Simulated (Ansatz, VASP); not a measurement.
InP: VASP beside Ansatz

The input INCAR:

```
SYSTEM = InP
ALGO = Normal ; EDIFF = 1E-6
ENCUT = 520 ; GGA = PS
ISIF = 2 ; ISMEAR = -1
LASPH = .True. ; LCHARG = .False.
LREAL = .False. ; LWAVE = .False.
NBANDS = 16 ; NELM = 100
PREC = Accurate ; SIGMA = 0.1
```

Contents of KPOINTS:

```
k-points
0
Gamma
  12 12 12
  0 0 0
```

POSCAR

```
InP
1.0
    0.0000000000      2.7289400266      2.7289400266
    2.7289400266      0.0000000000      2.7289400266
    2.7289400266      2.7289400266      0.0000000000
In P
1 1
Direct
    0.0000000000      0.0000000000      0.0000000000
    0.2500000000      0.2500000000      0.2500000000
```

Input for Ansatz:

```yaml
crystal:
  lattice:
    - [0.0, 2.7289400266, 2.7289400266]
    - [2.7289400266, 0.0, 2.7289400266]
    - [2.7289400266, 2.7289400266, 0.0]
  atoms:
    - { symbol: In, position: [0.0, 0.0, 0.0] }
    - { symbol: P, position: [0.25, 0.25, 0.25] }
kpoints:
  mp_grid: { grid: [12, 12, 12] }
  band_path:
    path:
      - [0.0, 0.0, 0.0]
      - [-0.5, -0.5, 0.0]
      - [-0.375, -0.375, 0.25]
      - [-0.375, 0.0, 0.375]
      - [0.0, 0.0, 0.0]
      - [0.0, 0.0, 0.5]
      - [-0.5, -0.25, 0.25]
      - [-0.5, -0.5, 0.0]
    npoints: 8
scf:
  occupations: { method: fermi_dirac, width: 0.1 }
hamiltonian:
  xc: pbesol
  pseudopotentials: { kind: paw }
output:
  forces: true
  stress: true
  eigenvalues: true
  populations: true
  dos: { projected: true, de: 0.2, e_range: [-14, 8] }
```

Change from the starting cell: volume scaled by 0.8, PAW files.

Alike in both runs: task single point; functional PBEsol; k mesh 12 × 12 × 12; occupations fermi-dirac, width 0.1 eV; no spin polarisation.

|  | VASP | Ansatz |
| --- | --- | --- |
| version | VASP 6.6.1 | Ansatz 0.2.0 |
| potentials or method | VASP PAW PBE potentials, release 64 (In_d, P) | PAW with Ansatz's default frozen-core files, scalar-relativistic |
| plane-wave cutoff (eV) | 520 | 420 |
| valence electrons in the cell | 18 | 18 |

|  | VASP | Ansatz | Ansatz less VASP |
| --- | --- | --- | --- |
| pressure (GPa) | 24.5 | 24.6 | +0.14 |

VASP's potentials were made for PBE, not for PBEsol.
